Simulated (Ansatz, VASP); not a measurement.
**One calculation of Se, two programs**

INCAR

```
ALGO = Normal ; EDIFF = 1E-6
ENCUT = 520 ; GGA = PS
ISIF = 2 ; ISMEAR = -1
LASPH = T ; LCHARG = T
LELF = T ; LREAL = F
LVHAR = T ; LWAVE = F
NBANDS = 16 ; NELM = 60
PREC = Accurate ; SIGMA = 0.05
```

File KPOINTS:

```
k-points
0
Gamma
  5 5 4
```

The input POSCAR:

```
Se
1.0
    4.3662000000      0.0000000000      0.0000000000
   -2.1831000000      3.7812401180      0.0000000000
    0.0000000000      0.0000000000      4.9536000000
Se
3
Direct
    0.7746000000      0.7746000000      0.0000000000
    0.0000000000      0.2254000000      0.6666666667
    0.2254000000      0.0000000000      0.3333333333
```

File input.yaml:

```yaml
crystal:
  lattice:
    - [4.3662, 0.0, 0.0]
    - [-2.1831, 3.781240118, 0.0]
    - [0.0, 0.0, 4.9536]
  atoms:
    - { symbol: Se, position: [0.7746, 0.7746, 0.0] }
    - { symbol: Se, position: [0.0, 0.2254, 0.6666666667] }
    - { symbol: Se, position: [0.2254, 0.0, 0.3333333333] }
kpoints:
  mp_grid: { grid: [5, 5, 4] }
  band_path:
    path:
      - [0.0, 0.0, 0.0]
      - [0.5, 0.0, 0.0]
      - [0.3333333333, 0.3333333333, 0.0]
      - [0.0, 0.0, 0.0]
      - [0.0, 0.0, 0.5]
      - [0.5, 0.0, 0.5]
      - [0.3333333333, 0.3333333333, 0.5]
      - [0.0, 0.0, 0.5]
    npoints: 6
scf:
  occupations: { method: fermi_dirac, width: 0.05 }
hamiltonian:
  xc: pbesol
  pseudopotentials: { kind: all_electron, lapw: { basis_error: 0.002 } }
output:
  forces: true
  stress: true
  eigenvalues: true
```

Alike in both runs: functional PBEsol; k mesh 5 × 5 × 4; occupations fermi-dirac, width 0.05 eV; no spin polarisation.

```csv
,VASP,Ansatz
version,VASP 6.6.1,Ansatz 0.2.0
potentials or method,"VASP PAW PBE potentials, release 64 (Se), cutoff 520 eV","all-electron LAPW, scalar-relativistic"
task,single point,band structure
```

|  | VASP | Ansatz | Ansatz less VASP |
| --- | --- | --- | --- |
| gap on the k mesh at the Fermi level (eV) | 1.16 | 1.17 | +0.006 |
| least direct gap on the mesh (eV) | 1.30 | 1.32 | +0.020 |
| pressure (GPa) | 0.4 | 0.2 | -0.19 |
| traceless stress, the component that is largest in VASP (GPa) | 1.04 | 0.97 | -0.079 |
| rms of the force components (eV/Å) | 0.194 | 0.165 | -0.0292 |

VASP's potentials were made for PBE, not for PBEsol. Atom by atom the forces differ by 0.029 eV/Å (rms over components). Ansatz ran all-electron here, and VASP with PAW potentials.
